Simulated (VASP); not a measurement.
# Cu (Pm-3m) in VASP: notebook

Cu is run at these levels: PBE; tasks: single point, relaxation of cell and atoms.

Program: VASP 6.6.1. These are calculated values, not measurements. Logs are shortened: lines on timing, memory, paths and dates and some standing lists are left out, and cuts for length are marked.

**1. The cell of the first run**

Symmetry: Pm-3m, No. 221, cubic system. The conventional cell has a = 2.406 Å, b = 2.406 Å, c = 2.406 Å, α = 90.00°, β = 90.00°, γ = 90.00°. Within 3.2 Å of Cu (site symmetry m-3m) lie 6 Cu at 2.41 Å.

**2. Single point, PBE**

INCAR

```
PREC = Accurate ; ENCUT = 520
EDIFF = 1E-7 ; ISMEAR = -1
SIGMA = 0.05 ; LREAL = False
LASPH = True ; NELM = 60
ALGO = Normal ; ISIF = 2
LWAVE = False ; LCHARG = False
GGA = PE ; NBANDS = 12
```

KPOINTS

```
Automatic mesh
0
Gamma
  16 16 16
```

POSCAR

```
Cu
1.0
    2.4055952924      0.0000000000      0.0000000000
    0.0000000000      2.4055952924      0.0000000000
    0.0000000000      0.0000000000      2.4055952924
Cu
1
Direct
    0.0000000000      0.0000000000      0.0000000000
```

Potentials or basis: VASP PAW PBE potentials, release 64 (Cu).

Launch:

```sh
> cat potpaw_PBE.64/Cu/POTCAR > POTCAR
> mpirun -np 1 vasp_std > vasp.out
```

OUTCAR:

```text
PREC = Accurate
   ENCUT = 520
   EDIFF = 1E-7
   ISMEAR = -1
   LREAL = False
   LASPH = True
   NELM = 60
   ISIF = 2
   GGA = PE

 ion  position               nearest neighbor table
   1  0.000  0.000  0.000-

  LATTYP: Found a simple cubic cell.
 ALAT       =     2.4055952924

  Lattice vectors:

 A1 = (   2.4055952924,   0.0000000000,   0.0000000000)
 A2 = (   0.0000000000,   2.4055952924,   0.0000000000)
 A3 = (   0.0000000000,   0.0000000000,   2.4055952924)

Analysis of symmetry for initial positions (statically):
=====================================================================
 Subroutine PRICEL returns:
 Original cell was already a primitive cell.

 Routine SETGRP: Setting up the symmetry group for a
 simple cubic supercell.

 Subroutine GETGRP returns: Found 48 space group operations
 (whereof 48 operations were pure point group operations)
 out of a pool of 48 trial point group operations.

The static configuration has the point symmetry O_h .

Analysis of symmetry for dynamics (positions and initial velocities):
=====================================================================
 Subroutine PRICEL returns:
 Original cell was already a primitive cell.

 Routine SETGRP: Setting up the symmetry group for a
 simple cubic supercell.

 Subroutine GETGRP returns: Found 48 space group operations
 (whereof 48 operations were pure point group operations)
 out of a pool of 48 trial point group operations.

The dynamic configuration has the point symmetry O_h .

 Subroutine INISYM returns: Found 48 space group operations
 (whereof 48 operations are pure point group operations),
 and found     1 'primitive' translations

----------------------------------------------------------------------------------------

                                     Primitive cell

  volume of cell :      13.9209

  direct lattice vectors                    reciprocal lattice vectors
     2.405595292  0.000000000  0.000000000     0.415697521  0.000000000  0.000000000
     0.000000000  2.405595292  0.000000000     0.000000000  0.415697521  0.000000000
     0.000000000  0.000000000  2.405595292     0.000000000  0.000000000  0.415697521

  length of vectors
     2.405595292  2.405595292  2.405595292     0.415697521  0.415697521  0.415697521

  position of ions in fractional coordinates (direct lattice)
     0.000000000  0.000000000  0.000000000

  ion indices of the primitive-cell ions
   primitive index   ion index
                 1           1

----------------------------------------------------------------------------------------

 KPOINTS: Automatic mesh

Automatic generation of k-mesh.
 Grid dimensions read from file:
 generate k-points for:   16   16   16

 Generating k-lattice:

  Cartesian coordinates                     Fractional coordinates (reciprocal lattice)
     0.025981095  0.000000000  0.000000000     0.062500000  0.000000000  0.000000000
     0.000000000  0.025981095  0.000000000     0.000000000  0.062500000  0.000000000
     0.000000000  0.000000000  0.025981095     0.000000000  0.000000000  0.062500000

  Length of vectors
     0.025981095  0.025981095  0.025981095

  Shift w.r.t. Gamma in fractional coordinates (k-lattice)
     0.000000000  0.000000000  0.000000000

 Subroutine IBZKPT returns following result:
 ===========================================

 Found    165 irreducible k-points:

 Following reciprocal coordinates:
            Coordinates               Weight
  0.000000  0.000000  0.000000      1.000000
  0.062500  0.000000  0.000000      6.000000
  0.125000  0.000000  0.000000      6.000000
  0.187500  0.000000  0.000000      6.000000
  0.250000  0.000000  0.000000      6.000000
  0.312500  0.000000  0.000000      6.000000
[... 16 lines left out ...]
  0.437500  0.125000  0.000000     24.000000
  0.500000  0.125000  0.000000     12.000000
 [... further k-points ...]
   k-points           NKPTS =    165   k-points in BZ     NKDIM =    165   number of bands    NBANDS=     12
   number of dos      NEDOS =    301   number of ions     NIONS =      1
   total plane-waves  NPLWV =   5832
   dimension x,y,z NGX =    18 NGY =   18 NGZ =   18
   dimension x,y,z NGXF=    36 NGYF=   36 NGZF=   36
   ions per type =               1
   NGX,Y,Z   is equivalent  to a cutoff of  12.44, 12.44, 12.44 a.u.
   NGXF,Y,Z  is equivalent  to a cutoff of  24.88, 24.88, 24.88 a.u.
 SYSTEM =  unknown system
   PREC   = accura    normal or accurate (medium, high low for compatibility)
   ISTART =      0    job   : 0-new  1-cont  2-samecut
   ICHARG =      2    charge: 1-file 2-atom 10-const
   ISPIN  =      1    spin polarized calculation?
   LNONCOLLINEAR =      F non collinear calculations
   LSORBIT =      F    spin-orbit coupling
   LASPH  =      T    aspherical Exc in radial PAW
   ENCUT  =  520.0 eV  38.22 Ry    6.18 a.u.   4.47  4.47  4.47*2*pi/ulx,y,z
   NELM   =     60;   NELMIN=  2; NELMDL= -5     # of ELM steps
   EDIFF  = 0.1E-06   stopping-criterion for ELM
   LREAL  =      F    real-space projection
   EDIFFG = 0.1E-05   stopping-criterion for IOM
   NSW    =      0    number of steps for IOM
   IBRION =     -1    ionic relax: 0-MD 1-quasi-New 2-CG
   NFREE  =      0    steps in history (QN), initial steepest desc. (CG)
   ISIF   =      2    stress and relaxation
   ISYM   =      2    0-nonsym 1-usesym 2-fastsym
   POTIM  = 0.5000    time-step for ionic-motion
   TEBEG  =    0.0;   TEEND  =   0.0 temperature during run
   PSTRESS=    0.0 pullay stress
   NELECT =      11.0000    total number of electrons
   NUPDOWN=      -1.0000    fix difference up-down
   EMIN   =  10.00;   EMAX   =-10.00  energy-range for DOS
   EFERMI =   0.00;   METHOD = LEGACY
   ISMEAR =    -1;   SIGMA  =   0.05  broadening in eV -4-tet -1-fermi 0-gaus
   EFERMI_NEDOS =   21; number of points for ismear=-14 and -15
   IALGO  =     38    algorithm
   IMIX   =      4    mixing-type and parameters
     AMIX     =   0.40;   BMIX     =  1.00
     AMIX_MAG =   1.60;   BMIX_MAG =  1.00
  volume/ion in A,a.u.               =      13.92        93.94
  Fermi-wavevector in a.u.,A,eV,Ry     =   1.513503  2.860105 31.166730  2.290690
  Thomas-Fermi vector in A             =   2.623285
   LORBIT       =      0    0 simple, 1 ext, 2 COOP (PROOUT), +10 PAW based schemes
   GGA     = PE    functional components
   LHFCALC =     F    Hartree Fock is set to
   AEXX    =    0.0000 exact exchange contribution
   IVDW    =     0    specifies the selected vdW correction
   LEPSILON=     F    determine dielectric tensor
   LRPA    =     F    only Hartree local field effects (RPA)
 non-spin polarized calculation
  energy-cutoff  :      520.00
  volume of cell :       13.92
 maximum number of plane-waves:       389
 NGX is ok and might be reduce to    18
   NGX =  9   NGY =  9   NGZ =  9

 number of electron      11.0000016 magnetization

 Free energy of the ion-electron system (eV)
  ---------------------------------------------------
  ext. energy  EPLUGINS =         0.00000000
  ---------------------------------------------------
  free energy    TOTEN  =        -3.26686706 eV

  energy without entropy =       -3.26455405  energy(sigma->0) =       -3.26571055

 E-fermi :   5.5192     XC(G=0): -11.7132

 val. band max:        5.5037642628   @ k =   0.5000   0.1250   0.0625
 cond. band min:       5.6051384912   @ k =   0.3750   0.2500   0.1875
 fundamental gap:      0.1013742284
 Fermi energy:         5.5191992363

 k-point     1 :       0.0000    0.0000    0.0000
  band No.  band energies     occupation
      1      -2.4235      2.00000
      2       1.7950      2.00000
      3       1.7950      2.00000
      4       4.2709      2.00000
      5       4.2709      2.00000
      6       4.2709      2.00000
      7      23.1165      0.00000
      8      23.1165      0.00000
      9      23.1165      0.00000
     10      26.5221      0.00000
     11      26.5221      0.00000
     12      30.2748      0.00000

 k-point     2 :       0.0625    0.0000    0.0000
  band No.  band energies     occupation
      1      -2.3172      2.00000
      2       1.8068      2.00000
      3       1.8344      2.00000
      4       4.2398      2.00000
      5       4.2398      2.00000
      6       4.2735      2.00000
      7      21.5657      0.00000
      8      23.2541      0.00000
      9      23.2541      0.00000
     10      26.5689      0.00000
     11      27.6410      0.00000
     12      30.9102      0.00000

 k-point     3 :       0.1250    0.0000    0.0000
  band No.  band energies     occupation
      1      -2.0024      2.00000
      2       1.8405      2.00000
      3       1.9504      2.00000
      4       4.1520      2.00000
      5       4.1520      2.00000
      6       4.2807      2.00000
      7      19.0506      0.00000
      8      23.6608      0.00000
      9      23.6608      0.00000
     10      26.7099      0.00000
     11      28.5853      0.00000
     12      33.0860      0.00000

 k-point     4 :       0.1875    0.0000    0.0000
  band No.  band energies     occupation
      1      -1.4939      2.00000
      2       1.8913      2.00000
      3       2.1377      2.00000
      4       4.0235      2.00000
      5       4.0235      2.00000
      6       4.2914      2.00000
      7      16.5163      0.00000
      8      24.3199      0.00000
      9      24.3199      0.00000
     10      26.9478      0.00000
     11      29.0181      0.00000
     12      36.1694      0.00000

 k-point     5 :       0.2500    0.0000    0.0000
  band No.  band energies     occupation
      1      -0.8230      2.00000
      2       1.9517      2.00000
      3       2.3944      2.00000
      4       3.8760      2.00000
      5       3.8760      2.00000
      6       4.3041      2.00000
      7      14.1085      0.00000
      8      25.2062      0.00000
      9      25.2062      0.00000
     10      27.2841      0.00000
     11      29.3452      0.00000
     12      37.1638      0.00000
[... 228 lines left out ...]
      1       0.3062      2.00000
      2       2.1391      2.00000
      3       2.7294      2.00000
      4       3.7503      2.00000
      5       3.7590      2.00000
      6       4.2091      2.00000
      7      12.2444      0.00000
      8      21.7730      0.00000
      9      26.8155      0.00000
     10      28.8892      0.00000
     11      30.5394      0.00000
     12      34.7552      0.00000

 k-point    22 :       0.3750    0.1250    0.0000
  band No.  band energies     occupation
      1       1.0009      2.00000
      2       2.2023      2.00000
      3       2.8617      2.00000
      4       3.6340      2.00000
      5       4.0527      2.00000
      6       4.2217      2.00000
      7      10.2215      0.00000
      8      22.8521      0.00000
      9      28.0501      0.00000
     10      28.7532      0.00000
     11      29.3692      0.00000
     12      34.9177      0.00000

 k-point    23 :       0.4375    0.1250    0.0000
  band No.  band energies     occupation
      1       1.4868      2.00000
      2       2.2576      2.00000
      3       2.8328      2.00000
      4       3.5576      2.00000
      5       4.2302      2.00000
      6       4.7486      2.00000
      7       8.5188      0.00000
      8      24.0937      0.00000
      9      27.0592      0.00000
     10      29.3365      0.00000
     11      29.7953      0.00000
     12      33.6553      0.00000

 k-point    24 :       0.5000    0.1250    0.0000
  band No.  band energies     occupation
      1       1.6570      2.00000
      2       2.2862      2.00000
      3       2.7940      2.00000
      4       3.5310      2.00000
      5       4.2332      2.00000
      6       5.2939      1.97814
      7       7.6504      0.00000
      8      25.3974      0.00000
      9      25.6017      0.00000
     10      29.9809      0.00000
     11      30.1164      0.00000
     12      32.7274      0.00000

 [... further k-points ...]

------------------------ aborting loop because EDIFF is reached ----------------------------------------

  FORCE on cell =-STRESS in cart. coord.  units (eV):
  Direction    XX          YY          ZZ          XY          YZ          ZX
  --------------------------------------------------------------------------------------
  -------------------------------------------------------------------------------------
  Total        0.0310257      0.0310257      0.0310257     -0.0000000      0.0000000     -0.0000000
  in kB        3.5707924      3.5707924      3.5707924     -0.0000000      0.0000000     -0.0000000
  external PRESSURE =       3.5707924 kB  Pullay stress =       0.0000000 kB

 VOLUME and BASIS-vectors are now :
 -----------------------------------------------------------------------------
  energy-cutoff  :      520.00
  volume of cell :       13.92
      direct lattice vectors                 reciprocal lattice vectors
     2.405595292  0.000000000  0.000000000     0.415697521  0.000000000  0.000000000
     0.000000000  2.405595292  0.000000000     0.000000000  0.415697521  0.000000000
     0.000000000  0.000000000  2.405595292     0.000000000  0.000000000  0.415697521

 POSITION                                       TOTAL-FORCE (eV/Angst)
 -----------------------------------------------------------------------------------
      0.00000      0.00000      0.00000         0.000000      0.000000      0.000000
 -----------------------------------------------------------------------------------
    total drift:                                0.000000      0.000000      0.000000

  FREE ENERGIE OF THE ION-ELECTRON SYSTEM (eV)
  ---------------------------------------------------
  free  energy   TOTEN  =        -3.2668670560 eV

  energy  without entropy=       -3.2645540539  energy(sigma->0) =       -3.26571055
```

Wall time 18 s (1 thread of Intel Xeon 6975P-C, shared host); peak memory 0.14 GiB.

What came out:

| Property | Result |
| --- | --- |
| Free energy | -3.2669 eV |
| Pressure | 0.4 GPa |

Levels at points of the mesh, in eV from the Fermi level:
| k point | band 3 | band 4 | band 5 | band 6 | band 7 | band 8 |
| --- | --- | --- | --- | --- | --- | --- |
| (0.00, 0.00, 0.00) | -3.72 | -1.25 | -1.25 | -1.25 | 17.60 | 17.60 |
| (0.50, 0.00, 0.00) | -2.01 | -2.01 | -1.24 | -1.18 | 2.04 | 23.41 |
| (0.50, 0.50, 0.00) | -1.86 | -1.86 | -0.71 | 4.34 | 4.34 | 8.72 |
| (0.50, 0.50, 0.50) | -3.40 | -0.67 | -0.67 | 10.08 | 10.08 | 10.08 |

(Part 1 of 2 ends here.)
